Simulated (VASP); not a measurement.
# Pb (Im-3m) in VASP: further runs

Runs on Pb. Level: PBE. Tasks: single point, relaxation of cell and atoms.

Everything below comes from runs of VASP 6.6.1. Logs are shortened: lines on timing, memory, paths and dates and some standing lists are left out, and cuts for length are marked.

## (1) The cell of the first run

Symmetry: Im-3m, No. 229, cubic system. The conventional cell has a = 4.000 Å, b = 4.000 Å, c = 4.000 Å, α = 90.00°, β = 90.00°, γ = 90.00°. Within 4.6 Å of Pb (site symmetry m-3m) lie 14 Pb at 3.46 to 4.00 Å.

## (2) Single point, PBE

Input file INCAR:

```
SYSTEM = Pb
ALGO = Normal ; EDIFF = 1E-7
ENCUT = 520 ; GGA = PE
ISIF = 2 ; ISMEAR = -1
LASPH = .TRUE. ; LCHARG = .FALSE.
LREAL = .FALSE. ; LWAVE = .FALSE.
NBANDS = 13 ; NELM = 100
PREC = Accurate ; SIGMA = 0.05
```

Input file KPOINTS:

```
k-points
0
G
  15 15 15
  0 0 0
```

Input file POSCAR:

```
Pb
1.0
   -2.0000535962      2.0000535962      2.0000535962
    2.0000535962     -2.0000535962      2.0000535962
    2.0000535962      2.0000535962     -2.0000535962
Pb
1
Direct
    0.0000000000      0.0000000000      0.0000000000
```

Potentials or basis: VASP PAW PBE potentials, release 64 (Pb_d).

Run with:

```console
cat potpaw_PBE.64/Pb_d/POTCAR > POTCAR
mpirun -np 1 vasp_std > vasp.out
```

OUTCAR:

```text
SYSTEM = Pb
   EDIFF = 1E-7
   ENCUT = 520
   GGA = PE
   ISIF = 2
   ISMEAR = -1
   LASPH = .TRUE.
   LREAL = .FALSE.
   NELM = 100
   PREC = Accurate

 ion  position               nearest neighbor table
   1  0.000  0.000  0.000-

  LATTYP: Found a body centered cubic cell.
 ALAT       =     4.0001071924

  Lattice vectors:

 A1 = (  -2.0000535962,   2.0000535962,   2.0000535962)
 A2 = (   2.0000535962,  -2.0000535962,   2.0000535962)
 A3 = (   2.0000535962,   2.0000535962,  -2.0000535962)

Analysis of symmetry for initial positions (statically):
=====================================================================
 Subroutine PRICEL returns:
 Original cell was already a primitive cell.

 Routine SETGRP: Setting up the symmetry group for a
 body centered cubic supercell.

 Subroutine GETGRP returns: Found 48 space group operations
 (whereof 48 operations were pure point group operations)
 out of a pool of 48 trial point group operations.

The static configuration has the point symmetry O_h .

Analysis of symmetry for dynamics (positions and initial velocities):
=====================================================================
 Subroutine PRICEL returns:
 Original cell was already a primitive cell.

 Routine SETGRP: Setting up the symmetry group for a
 body centered cubic supercell.

 Subroutine GETGRP returns: Found 48 space group operations
 (whereof 48 operations were pure point group operations)
 out of a pool of 48 trial point group operations.

The dynamic configuration has the point symmetry O_h .

 Subroutine INISYM returns: Found 48 space group operations
 (whereof 48 operations are pure point group operations),
 and found     1 'primitive' translations

----------------------------------------------------------------------------------------

                                     Primitive cell

  volume of cell :      32.0026

  direct lattice vectors                    reciprocal lattice vectors
    -2.000053596  2.000053596  2.000053596     0.000000000  0.249993301  0.249993301
     2.000053596 -2.000053596  2.000053596     0.249993301  0.000000000  0.249993301
     2.000053596  2.000053596 -2.000053596     0.249993301  0.249993301  0.000000000

  length of vectors
     3.464194446  3.464194446  3.464194446     0.353543916  0.353543916  0.353543916

  position of ions in fractional coordinates (direct lattice)
     0.000000000  0.000000000  0.000000000

  ion indices of the primitive-cell ions
   primitive index   ion index
                 1           1

----------------------------------------------------------------------------------------

 KPOINTS: k-points

Automatic generation of k-mesh.
 Grid dimensions read from file:
 generate k-points for:   15   15   15

 Generating k-lattice:

  Cartesian coordinates                     Fractional coordinates (reciprocal lattice)
     0.000000000  0.016666220  0.016666220     0.066666667  0.000000000  0.000000000
     0.016666220  0.000000000  0.016666220     0.000000000  0.066666667  0.000000000
     0.016666220  0.016666220  0.000000000     0.000000000  0.000000000  0.066666667

  Length of vectors
     0.023569594  0.023569594  0.023569594

  Shift w.r.t. Gamma in fractional coordinates (k-lattice)
     0.000000000  0.000000000  0.000000000

 Subroutine IBZKPT returns following result:
 ===========================================

 Found    120 irreducible k-points:

 Following reciprocal coordinates:
            Coordinates               Weight
  0.000000  0.000000  0.000000      1.000000
  0.066667  0.000000  0.000000     12.000000
  0.133333  0.000000  0.000000     12.000000
  0.200000  0.000000  0.000000     12.000000
  0.266667  0.000000  0.000000     12.000000
  0.333333  0.000000  0.000000     12.000000
[... 16 lines left out ...]
  0.333333  0.200000  0.000000     48.000000
  0.400000  0.200000 -0.000000     24.000000
 [... further k-points ...]
   k-points           NKPTS =    120   k-points in BZ     NKDIM =    120   number of bands    NBANDS=     13
   number of dos      NEDOS =    301   number of ions     NIONS =      1
   total plane-waves  NPLWV =  21952
   dimension x,y,z NGX =    28 NGY =   28 NGZ =   28
   dimension x,y,z NGXF=    56 NGYF=   56 NGZF=   56
   ions per type =               1
   NGX,Y,Z   is equivalent  to a cutoff of  13.44, 13.44, 13.44 a.u.
   NGXF,Y,Z  is equivalent  to a cutoff of  26.87, 26.87, 26.87 a.u.
 SYSTEM =  Pb
   PREC   = accura    normal or accurate (medium, high low for compatibility)
   ISTART =      0    job   : 0-new  1-cont  2-samecut
   ICHARG =      2    charge: 1-file 2-atom 10-const
   ISPIN  =      1    spin polarized calculation?
   LNONCOLLINEAR =      F non collinear calculations
   LSORBIT =      F    spin-orbit coupling
   LASPH  =      T    aspherical Exc in radial PAW
   ENCUT  =  520.0 eV  38.22 Ry    6.18 a.u.   6.44  6.44  6.44*2*pi/ulx,y,z
   NELM   =    100;   NELMIN=  2; NELMDL= -5     # of ELM steps
   EDIFF  = 0.1E-06   stopping-criterion for ELM
   LREAL  =      F    real-space projection
   EDIFFG = 0.1E-05   stopping-criterion for IOM
   NSW    =      0    number of steps for IOM
   IBRION =     -1    ionic relax: 0-MD 1-quasi-New 2-CG
   NFREE  =      0    steps in history (QN), initial steepest desc. (CG)
   ISIF   =      2    stress and relaxation
   ISYM   =      2    0-nonsym 1-usesym 2-fastsym
   POTIM  = 0.5000    time-step for ionic-motion
   TEBEG  =    0.0;   TEEND  =   0.0 temperature during run
   PSTRESS=    0.0 pullay stress
   NELECT =      14.0000    total number of electrons
   NUPDOWN=      -1.0000    fix difference up-down
   EMIN   =  10.00;   EMAX   =-10.00  energy-range for DOS
   EFERMI =   0.00;   METHOD = LEGACY
   ISMEAR =    -1;   SIGMA  =   0.05  broadening in eV -4-tet -1-fermi 0-gaus
   EFERMI_NEDOS =   21; number of points for ismear=-14 and -15
   IALGO  =     38    algorithm
   IMIX   =      4    mixing-type and parameters
     AMIX     =   0.40;   BMIX     =  1.00
     AMIX_MAG =   1.60;   BMIX_MAG =  1.00
  volume/ion in A,a.u.               =      32.00       215.96
  Fermi-wavevector in a.u.,A,eV,Ry     =   1.242766  2.348486 21.013739  1.544466
  Thomas-Fermi vector in A             =   2.377106
   LORBIT       =      0    0 simple, 1 ext, 2 COOP (PROOUT), +10 PAW based schemes
   GGA     = PE    functional components
   LHFCALC =     F    Hartree Fock is set to
   AEXX    =    0.0000 exact exchange contribution
   IVDW    =     0    specifies the selected vdW correction
   LEPSILON=     F    determine dielectric tensor
   LRPA    =     F    only Hartree local field effects (RPA)
 non-spin polarized calculation
  energy-cutoff  :      520.00
  volume of cell :       32.00
 maximum number of plane-waves:       897
 NGX is ok and might be reduce to    28
   NGX = 13   NGY = 13   NGZ = 13

 number of electron      13.9999997 magnetization

 Free energy of the ion-electron system (eV)
  ---------------------------------------------------
  ext. energy  EPLUGINS =         0.00000000
  ---------------------------------------------------
  free energy    TOTEN  =        -3.52243078 eV

  energy without entropy =       -3.51660168  energy(sigma->0) =       -3.51951623

 E-fermi :   6.6607     XC(G=0):  -9.9320

 val. band max:        6.6427712251   @ k =  -0.4667   0.4667   0.4000
 cond. band min:       6.6677278987   @ k =  -0.4667  -0.4667   0.2667
 fundamental gap:      0.0249566737
 Fermi energy:         6.6606566933

 k-point     1 :       0.0000    0.0000    0.0000
  band No.  band energies     occupation
      1     -10.3948      2.00000
      2     -10.3948      2.00000
      3     -10.3948      2.00000
      4     -10.1887      2.00000
      5     -10.1887      2.00000
      6      -4.7109      2.00000
      7      13.8680      0.00000
      8      13.8680      0.00000
      9      13.8680      0.00000
     10      17.7201      0.00000
     11      17.7201      0.00000
     12      17.7201      0.00000
     13      17.7534      0.00000

 k-point     2 :       0.0667    0.0000    0.0000
  band No.  band energies     occupation
      1     -10.3979      2.00000
      2     -10.3908      2.00000
      3     -10.3811      2.00000
      4     -10.1923      2.00000
      5     -10.1891      2.00000
      6      -4.6255      2.00000
      7      12.9254      0.00000
      8      13.5780      0.00000
      9      13.7618      0.00000
     10      17.0391      0.00000
     11      17.4401      0.00000
     12      17.6091      0.00000
     13      18.4092      0.00000

 k-point     3 :       0.1333    0.0000    0.0000
  band No.  band energies     occupation
      1     -10.4067      2.00000
      2     -10.3805      2.00000
      3     -10.3418      2.00000
      4     -10.2013      2.00000
      5     -10.1899      2.00000
      6      -4.3694      2.00000
      7      11.0913      0.00000
      8      12.8901      0.00000
      9      13.4557      0.00000
     10      16.1109      0.00000
     11      16.9256      0.00000
     12      17.5442      0.00000
     13      19.2739      0.00000
[... 305 lines left out ...]
 k-point    23 :       0.3333    0.2000    0.0000
  band No.  band energies     occupation
      1     -10.4299      2.00000
      2     -10.3338      2.00000
      3     -10.2188      2.00000
      4     -10.2058      2.00000
      5     -10.1182      2.00000
      6      -1.1418      2.00000
      7       3.9876      2.00000
      8       7.1139      0.00023
      9      10.8545      0.00000
     10      15.8389      0.00000
     11      18.0871      0.00000
     12      19.5783      0.00000
     13      20.2898      0.00000

 k-point    24 :       0.4000    0.2000   -0.0000
  band No.  band energies     occupation
      1     -10.4313      2.00000
      2     -10.3325      2.00000
      3     -10.2206      2.00000
      4     -10.2004      2.00000
      5     -10.1134      2.00000
      6      -0.8500      2.00000
      7       3.5886      2.00000
      8       6.9511      0.00598
      9      10.7798      0.00000
     10      15.7837      0.00000
     11      18.7380      0.00000
     12      19.5233      0.00000
     13      19.5445      0.00000

 [... further k-points ...]

------------------------ aborting loop because EDIFF is reached ----------------------------------------

  FORCE on cell =-STRESS in cart. coord.  units (eV):
  Direction    XX          YY          ZZ          XY          YZ          ZX
  --------------------------------------------------------------------------------------
  -------------------------------------------------------------------------------------
  Total       -0.0084144     -0.0084144     -0.0084144     -0.0000000     -0.0000000      0.0000000
  in kB       -0.4212607     -0.4212607     -0.4212607     -0.0000000     -0.0000000      0.0000000
  external PRESSURE =      -0.4212607 kB  Pullay stress =       0.0000000 kB

 VOLUME and BASIS-vectors are now :
 -----------------------------------------------------------------------------
  energy-cutoff  :      520.00
  volume of cell :       32.00
      direct lattice vectors                 reciprocal lattice vectors
    -2.000053596  2.000053596  2.000053596     0.000000000  0.249993301  0.249993301
     2.000053596 -2.000053596  2.000053596     0.249993301  0.000000000  0.249993301
     2.000053596  2.000053596 -2.000053596     0.249993301  0.249993301  0.000000000

 POSITION                                       TOTAL-FORCE (eV/Angst)
 -----------------------------------------------------------------------------------
      0.00000      0.00000      0.00000        -0.000000      0.000000     -0.000000
 -----------------------------------------------------------------------------------
    total drift:                                0.000000     -0.000000      0.000000

  FREE ENERGIE OF THE ION-ELECTRON SYSTEM (eV)
  ---------------------------------------------------
  free  energy   TOTEN  =        -3.5224307825 eV

  energy  without entropy=       -3.5166016833  energy(sigma->0) =       -3.51951623
```

It took 28 s on 1 thread of AMD EPYC 9R45 (Zen 5), shared host; peak memory 0.15 GiB.

Results:

```yaml
Free_energy: -3.5224 eV
Pressure: 0.0 GPa
Band_gap_on_the_k_mesh: zero (band 7 reaches 13.87 eV, above the bottom of band 8 at 4.77 eV)
```

Caveat: spin-orbit coupling is left out, which moves the levels of the heavy elements.

## (3) Relaxation of cell and atoms, PBE

This run uses another cell than the first one, of 31.91 Å³/atom, 0.997 times its volume.

Input file INCAR:

```
PREC = Accurate ; ENCUT = 600
EDIFF = 1E-6 ; ISMEAR = -1
SIGMA = 0.05 ; LREAL = F
LASPH = T ; NELM = 100
ALGO = Normal ; ISIF = 3
LWAVE = F ; LCHARG = F
GGA = PE ; IBRION = 2
NSW = 60 ; EDIFFG = -0.005
```

Input file KPOINTS:

```
regular mesh
0
Gamma
  15 15 15
```

Input file POSCAR:

```
Pb
1.0
   -1.9982067259      1.9982067259      1.9982067259
    1.9982067259     -1.9982067259      1.9982067259
    1.9982067259      1.9982067259     -1.9982067259
Pb
1
Direct
    0.0000000000      0.0000000000      0.0000000000
```

Potentials or basis: VASP PAW PBE potentials, release 64 (Pb_d).

Run with:

```console
cat potpaw_PBE.64/Pb_d/POTCAR > POTCAR
mpirun -np 1 vasp_std > vasp.out
```

Wall time 30 s (1 thread of AMD EPYC 9R45 (Zen 5), shared host); peak memory 0.17 GiB.

The run converged. Its results:

| Item | Value |
| --- | --- |
| Free energy | -3.5225 eV |
| Relaxed volume | 32.04 Å³/atom |
| Relaxed cell | a = 3.465 Å, b = 3.465 Å, c = 3.465 Å, α = 109.47°, β = 109.47°, γ = 109.47° |
| Space group after relaxing (to 0.05 Å) | Im-3m (No. 229) |
| Energy gained by relaxing | 0.0 meV/atom |
| Ionic steps | 2 |
| Pressure after relaxing | 0.0 GPa |
| Band gap on the k mesh | zero (band 7 reaches 13.85 eV, above the bottom of band 8 at 4.77 eV) |

Final structure:
```yaml
crystal:
  lattice:
    - [-2.00074, 2.00074, 2.00074]
    - [2.00074, -2.00074, 2.00074]
    - [2.00074, 2.00074, -2.00074]
  atoms:
    - { symbol: Pb, position: [0.00000, 0.00000, 0.00000] }
```

Levels at points of the mesh, in eV from the Fermi level:
```tsv
k point	band 3	band 4	band 5	band 6	band 7	band 8	band 9	band 10	band 11
(0.00, 0.00, 0.00)	-17.05	-16.85	-16.85	-11.37	7.20	7.20	7.20	11.06	11.06
```

Caveat: spin-orbit coupling is left out, which moves the levels of the heavy elements.

## (4) Relaxation of cell and atoms, PBE

Input file INCAR:

```
ALGO = Normal
EDIFF = 1E-6
EDIFFG = -0.005
ENCUT = 600
GGA = PE
IBRION = 2
ISIF = 3
ISMEAR = -1
LASPH = T
LCHARG = F
LREAL = F
LWAVE = F
NELM = 80
NSW = 45
PREC = Accurate
SIGMA = 0.05
```

Input file KPOINTS:

```
k-points
0
Gamma
  15 15 15
```

Input file POSCAR:

```
Pb
1.0
   -2.0000535962      2.0000535962      2.0000535962
    2.0000535962     -2.0000535962      2.0000535962
    2.0000535962      2.0000535962     -2.0000535962
Pb
1
Direct
    0.0000000000      0.0000000000      0.0000000000
```

Run with:

```console
cat potpaw_PBE.64/Pb_d/POTCAR > POTCAR
mpirun -np 1 vasp_std > vasp.out
```

Wall time 20 s (1 thread of AMD EPYC 9R45 (Zen 5), shared host); peak memory 0.16 GiB.

It converged, with:

```yaml
Free_energy: -3.5225 eV
Pressure_after_relaxing: 0.0 GPa
Band_gap_on_the_k_mesh: zero (band 7 reaches 13.87 eV, above the bottom of band 8 at 4.77 eV)
```

Final structure:
```xyz
1
Lattice="-2.0001 2.0001 2.0001 2.0001 -2.0001 2.0001 2.0001 2.0001 -2.0001" Properties=species:S:1:pos:R:3 pbc="T T T"
Pb    0.0000    0.0000    0.0000
```

Levels at points of the mesh, in eV from the Fermi level:
```
           k point  band 4  band 5  band 6  band 7  band 8  band 9  band 10  band 11
(0.00, 0.00, 0.00)  -16.85  -16.85  -11.37    7.21    7.21    7.21    11.06    11.09
```

Caveat: the relaxation stopped at its first step, so nothing moved; spin-orbit coupling is left out, which moves the levels of the heavy elements.

## (5) Summary

| task | cell | cutoff (eV) | gap on the mesh (eV) | pressure (GPa) |
| --- | --- | --- | --- | --- |
| single point | a = 3.464 Å, angles 109.5°, 1 atom | 520 | none | 0.0 |
| relaxation of cell and atoms | relaxed from a = 3.461 Å, angles 109.5°, 1 atom | 600 | none | 0.0 |
| relaxation of cell and atoms | relaxed from a = 3.464 Å, angles 109.5°, 1 atom | 600 | none | 0.0 |

Alike in all rows: level PBE; potentials or basis VASP PAW PBE potentials, release 64 (Pb_d); no spin polarisation; k mesh 15 × 15 × 15; smearing fermi-dirac 0.05 eV.

Caveats: spin-orbit coupling is left out, which moves the levels of the heavy elements; the relaxation stopped at its first step, so nothing moved (some runs).

Absolute energies hang on the potentials; compare differences alone.
